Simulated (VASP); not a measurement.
# AlAs4 (P-4m2) in VASP: single point with PBE

Aim: the single point of AlAs4 with PBE.

All numbers are computed with VASP 6.6.1; they aren't measurements. Logs are shortened: lines on timing, memory, paths and dates and some standing lists are left out, and cuts for length are marked.

### Step 1. The cell of the first run

The structure is tetragonal, space group P-4m2 (No. 115). Conventional cell: a = 4.872 Å, b = 4.872 Å, c = 5.199 Å, α = 90.00°, β = 90.00°, γ = 90.00°. Within 3.4 Å of Al (site symmetry -4m2) lie 6 As at 2.60 to 2.79 Å. As (site symmetry 2mm) has 4 As at 2.74 Å and 2 Al at 2.79 Å within 3.6 Å. Within 3.6 Å of As (site symmetry -4m2) lie 8 As at 2.74 to 3.45 Å. As (site symmetry -4m2) has 2 Al at 2.60 Å and 4 As at 2.74 Å within 3.4 Å.

### Step 2. Single point, PBE

Contents of INCAR:

```
ALGO = Normal ; EDIFF = 1E-6
ENCUT = 500 ; GGA = PE
GGA_COMPAT = F ; ISIF = 2
ISMEAR = 0 ; LASPH = T
LCHARG = T ; LELF = T
LREAL = F ; LVHAR = T
LWAVE = F ; NBANDS = 20
NELM = 120 ; PREC = Accurate
SIGMA = 0.2
```

Contents of KPOINTS:

```
k-points
0
Gamma
  4 4 3
```

Contents of POSCAR:

```
AlAs4
1.0
    4.8724105869      0.0000000000      0.0000000000
    0.0000000000      4.8724105869      0.0000000000
    0.0000000000      0.0000000000      5.1988585706
Al As
1 4
Direct
    0.0000000000      0.0000000000      0.5000000000
    0.0000000000      0.5000000000      0.7601076988
    0.5000000000      0.0000000000      0.2398923012
    0.5000000000      0.5000000000      0.0000000000
    0.0000000000      0.0000000000      0.0000000000
```

Potentials or basis: VASP PAW PBE potentials, release 64 (Al, As).

Command:

```sh
$ cat potpaw_PBE.64/Al/POTCAR potpaw_PBE.64/As/POTCAR > POTCAR
$ mpirun -np 1 vasp_std > vasp.out
```

OUTCAR:

```text
EDIFF = 1E-6
   ENCUT = 500
   GGA = PE
   ISIF = 2
   ISMEAR = 0
   LASPH = T
   LREAL = F
   NELM = 120
   PREC = Accurate

 ion  position               nearest neighbor table
   1  0.000  0.000  0.500-   5 2.60   5 2.60   2 2.79   3 2.79   2 2.79   3 2.79
   2  0.000  0.500  0.760-   4 2.74   5 2.74   5 2.74   4 2.74   1 2.79   1 2.79
   3  0.500  0.000  0.240-   4 2.74   5 2.74   4 2.74   5 2.74   1 2.79   1 2.79
   4  0.500  0.500  0.000-   2 2.74   3 2.74   3 2.74   2 2.74
   5  0.000  0.000  0.000-   1 2.60   1 2.60   3 2.74   2 2.74   2 2.74   3 2.74

  LATTYP: Found a simple tetragonal cell.
 ALAT       =     4.8724105869
 C/A-ratio  =     1.0669992764

  Lattice vectors:

 A1 = (   4.8724105869,   0.0000000000,   0.0000000000)
 A2 = (   0.0000000000,   4.8724105869,   0.0000000000)
 A3 = (   0.0000000000,   0.0000000000,   5.1988585706)

Analysis of symmetry for initial positions (statically):
=====================================================================
 Subroutine PRICEL returns:
 Original cell was already a primitive cell.

 Routine SETGRP: Setting up the symmetry group for a
 simple tetragonal supercell.

 Subroutine GETGRP returns: Found  8 space group operations
 (whereof  8 operations were pure point group operations)
 out of a pool of 16 trial point group operations.

The static configuration has the point symmetry D_2d.

Analysis of symmetry for dynamics (positions and initial velocities):
=====================================================================
 Subroutine PRICEL returns:
 Original cell was already a primitive cell.

 Routine SETGRP: Setting up the symmetry group for a
 simple tetragonal supercell.

 Subroutine GETGRP returns: Found  8 space group operations
 (whereof  8 operations were pure point group operations)
 out of a pool of 16 trial point group operations.

The dynamic configuration has the point symmetry D_2d.

 Subroutine INISYM returns: Found  8 space group operations
 (whereof  8 operations are pure point group operations),
 and found     1 'primitive' translations

----------------------------------------------------------------------------------------

                                     Primitive cell

  volume of cell :     123.4229

  direct lattice vectors                    reciprocal lattice vectors
     4.872410587  0.000000000  0.000000000     0.205237219  0.000000000  0.000000000
     0.000000000  4.872410587  0.000000000     0.000000000  0.205237219  0.000000000
     0.000000000  0.000000000  5.198858571     0.000000000  0.000000000  0.192349914

  length of vectors
     4.872410587  4.872410587  5.198858571     0.205237219  0.205237219  0.192349914

  position of ions in fractional coordinates (direct lattice)
     0.000000000  0.000000000  0.500000000
     0.000000000  0.500000000  0.760107699
     0.500000000  0.000000000  0.239892301
     0.500000000  0.500000000  0.000000000
     0.000000000  0.000000000  0.000000000

  ion indices of the primitive-cell ions
   primitive index   ion index
                 1           1
                 2           2
                 3           3
                 4           4
                 5           5

----------------------------------------------------------------------------------------

 KPOINTS: k-points

Automatic generation of k-mesh.
 Grid dimensions read from file:
 generate k-points for:    4    4    3

 Generating k-lattice:

  Cartesian coordinates                     Fractional coordinates (reciprocal lattice)
     0.051309305  0.000000000  0.000000000     0.250000000  0.000000000  0.000000000
     0.000000000  0.051309305  0.000000000     0.000000000  0.250000000  0.000000000
     0.000000000  0.000000000  0.064116638     0.000000000  0.000000000  0.333333333

  Length of vectors
     0.051309305  0.051309305  0.064116638

  Shift w.r.t. Gamma in fractional coordinates (k-lattice)
     0.000000000  0.000000000  0.000000000

 Subroutine IBZKPT returns following result:
 ===========================================

 Found     12 irreducible k-points:

 Following reciprocal coordinates:
            Coordinates               Weight
  0.000000  0.000000  0.000000      1.000000
  0.250000  0.000000  0.000000      4.000000
  0.500000  0.000000  0.000000      2.000000
  0.250000  0.250000  0.000000      4.000000
  0.500000  0.250000  0.000000      4.000000
  0.500000  0.500000  0.000000      1.000000
  0.000000  0.000000  0.333333      2.000000
  0.250000  0.000000  0.333333      8.000000
  0.500000  0.000000  0.333333      4.000000
  0.250000  0.250000  0.333333      8.000000
  0.500000  0.250000  0.333333      8.000000
  0.500000  0.500000  0.333333      2.000000
   k-points           NKPTS =     12   k-points in BZ     NKDIM =     12   number of bands    NBANDS=     20
   number of dos      NEDOS =    301   number of ions     NIONS =      5
   total plane-waves  NPLWV =  51840
   dimension x,y,z NGX =    36 NGY =   36 NGZ =   40
   dimension x,y,z NGXF=    72 NGYF=   72 NGZF=   80
   ions per type =               1   4
   NGX,Y,Z   is equivalent  to a cutoff of  12.28, 12.28, 12.79 a.u.
   NGXF,Y,Z  is equivalent  to a cutoff of  24.57, 24.57, 25.58 a.u.
 SYSTEM =  unknown system
   PREC   = accura    normal or accurate (medium, high low for compatibility)
   ISTART =      0    job   : 0-new  1-cont  2-samecut
   ICHARG =      2    charge: 1-file 2-atom 10-const
   ISPIN  =      1    spin polarized calculation?
   LNONCOLLINEAR =      F non collinear calculations
   LSORBIT =      F    spin-orbit coupling
   LASPH  =      T    aspherical Exc in radial PAW
   ENCUT  =  500.0 eV  36.75 Ry    6.06 a.u.   8.88  8.88  9.48*2*pi/ulx,y,z
   NELM   =    120;   NELMIN=  2; NELMDL= -5     # of ELM steps
   EDIFF  = 0.1E-05   stopping-criterion for ELM
   LREAL  =      F    real-space projection
   EDIFFG = 0.1E-04   stopping-criterion for IOM
   NSW    =      0    number of steps for IOM
   IBRION =     -1    ionic relax: 0-MD 1-quasi-New 2-CG
   NFREE  =      0    steps in history (QN), initial steepest desc. (CG)
   ISIF   =      2    stress and relaxation
   ISYM   =      2    0-nonsym 1-usesym 2-fastsym
   POTIM  = 0.5000    time-step for ionic-motion
   TEBEG  =    0.0;   TEEND  =   0.0 temperature during run
   PSTRESS=    0.0 pullay stress
   NELECT =      23.0000    total number of electrons
   NUPDOWN=      -1.0000    fix difference up-down
   EMIN   =  10.00;   EMAX   =-10.00  energy-range for DOS
   EFERMI =   0.00;   METHOD = LEGACY
   ISMEAR =     0;   SIGMA  =   0.20  broadening in eV -4-tet -1-fermi 0-gaus
   EFERMI_NEDOS =   21; number of points for ismear=-14 and -15
   IALGO  =     38    algorithm
   IMIX   =      4    mixing-type and parameters
     AMIX     =   0.40;   BMIX     =  1.00
     AMIX_MAG =   1.60;   BMIX_MAG =  1.00
  volume/ion in A,a.u.               =      24.68       166.58
  Fermi-wavevector in a.u.,A,eV,Ry     =   0.935087  1.767059 11.896776  0.874388
  Thomas-Fermi vector in A             =   2.061959
   LORBIT       =      0    0 simple, 1 ext, 2 COOP (PROOUT), +10 PAW based schemes
   GGA     = PE    functional components
   LHFCALC =     F    Hartree Fock is set to
   AEXX    =    0.0000 exact exchange contribution
   IVDW    =     0    specifies the selected vdW correction
   LEPSILON=     F    determine dielectric tensor
   LRPA    =     F    only Hartree local field effects (RPA)
 non-spin polarized calculation
 Gauss-broadening in eV      SIGMA  =   0.20
  energy-cutoff  :      500.00
  volume of cell :      123.42
 maximum number of plane-waves:      3160
 NGX is ok and might be reduce to    36
   NGX = 17   NGY = 17   NGZ = 19

 number of electron      23.0000004 magnetization

 Free energy of the ion-electron system (eV)
  ---------------------------------------------------
  ext. energy  EPLUGINS =         0.00000000
  ---------------------------------------------------
  free energy    TOTEN  =       -20.82959441 eV

  energy without entropy =      -20.75551957  energy(sigma->0) =      -20.79255699

 E-fermi :   4.0516     XC(G=0):  -9.0794

 val. band max:        3.9359084915   @ k =   0.5000   0.0000   0.3333
 cond. band min:       4.0902667857   @ k =   0.2500   0.0000   0.3333
 fundamental gap:      0.1543582942
 Fermi energy:         4.0515916464

 k-point     1 :       0.0000    0.0000    0.0000
  band No.  band energies     occupation
      1      -9.8832      2.00000
      2      -6.7654      2.00000
      3      -5.9981      2.00000
      4      -3.7752      2.00000
      5      -1.4655      2.00000
      6      -1.4655      2.00000
[... 12 lines left out ...]
     19       9.1629      0.00000
     20       9.5758      0.00000

 k-point     2 :       0.2500    0.0000    0.0000
  band No.  band energies     occupation
      1      -9.5577      2.00000
      2      -7.2445      2.00000
      3      -6.0691      2.00000
      4      -4.2114      2.00000
      5      -1.1731      2.00000
      6      -0.9458      2.00000
[... 12 lines left out ...]
     19       8.6969      0.00000
     20       9.8331      0.00000

 k-point     3 :       0.5000    0.0000    0.0000
  band No.  band energies     occupation
      1      -8.8275      2.00000
      2      -8.3218      2.00000
      3      -5.3922      2.00000
      4      -5.1308      2.00000
      5      -0.7625      2.00000
      6      -0.6176      2.00000
[... 12 lines left out ...]
     19       8.2457      0.00000
     20       9.6819      0.00000

 k-point     4 :       0.2500    0.2500    0.0000
  band No.  band energies     occupation
      1      -9.2325      2.00000
      2      -7.0064      2.00000
      3      -6.7895      2.00000
      4      -4.8029      2.00000
      5      -1.4143      2.00000
      6      -0.6202      2.00000
[... 153 lines left out ...]
 k-point    11 :       0.5000    0.2500    0.3333
  band No.  band energies     occupation
      1      -8.3425      2.00000
      2      -7.9298      2.00000
      3      -6.2269      2.00000
      4      -5.8713      2.00000
      5      -2.6085      2.00000
      6      -0.5487      2.00000
[... 12 lines left out ...]
     19       8.8748      0.00000
     20       9.7204      0.00000

 k-point    12 :       0.5000    0.5000    0.3333
  band No.  band energies     occupation
      1      -7.6191      2.00000
      2      -7.1805      2.00000
      3      -7.1805      2.00000
      4      -6.8882      2.00000
      5      -2.7874      2.00000
      6      -0.2191      2.00000
[... 12 lines left out ...]
     19       8.5259      0.00000
     20       9.1857      0.00000

------------------------ aborting loop because EDIFF is reached ----------------------------------------

  FORCE on cell =-STRESS in cart. coord.  units (eV):
  Direction    XX          YY          ZZ          XY          YZ          ZX
  --------------------------------------------------------------------------------------
  -------------------------------------------------------------------------------------
  Total       -0.2691674     -0.2691674      0.2669314      0.0000000     -0.0000000      0.0000000
  in kB       -3.4941153     -3.4941153      3.4650898      0.0000000     -0.0000000      0.0000000
  external PRESSURE =      -1.1743803 kB  Pullay stress =       0.0000000 kB

 VOLUME and BASIS-vectors are now :
 -----------------------------------------------------------------------------
  energy-cutoff  :      500.00
  volume of cell :      123.42
      direct lattice vectors                 reciprocal lattice vectors
     4.872410587  0.000000000  0.000000000     0.205237219  0.000000000  0.000000000
     0.000000000  4.872410587  0.000000000     0.000000000  0.205237219  0.000000000
     0.000000000  0.000000000  5.198858571     0.000000000  0.000000000  0.192349914

 POSITION                                       TOTAL-FORCE (eV/Angst)
 -----------------------------------------------------------------------------------
      0.00000      0.00000      2.59943         0.000000      0.000000     -0.000000
      0.00000      2.43621      3.95169         0.000000      0.000000     -0.060578
      2.43621      0.00000      1.24717         0.000000      0.000000      0.060578
      2.43621      2.43621      0.00000         0.000000     -0.000000     -0.000000
      0.00000      0.00000      0.00000         0.000000      0.000000     -0.000000
 -----------------------------------------------------------------------------------
    total drift:                                0.000000      0.000000      0.000000

  FREE ENERGIE OF THE ION-ELECTRON SYSTEM (eV)
  ---------------------------------------------------
  free  energy   TOTEN  =       -20.8295944059 eV

  energy  without entropy=      -20.7555195680  energy(sigma->0) =      -20.79255699
```

It took 51 s on 1 thread of Intel Xeon 8259CL, shared host; peak memory 0.22 GiB.

What came out:

- Free energy: -20.8296 eV
- Pressure: -0.1 GPa
- Largest force: 0.061 eV/Å

Forces on the atoms (eV/Å):
```
Al   0.000  0.000  0.000
As   0.000  0.000 -0.061
As   0.000  0.000  0.061
As   0.000  0.000  0.000
As   0.000  0.000  0.000
```

Stress tensor (GPa, compression positive):
```
-0.35  0.00  0.00
 0.00 -0.35  0.00
 0.00  0.00  0.35
```

Caveat: the k points lie up to 0.40 Å⁻¹ apart.
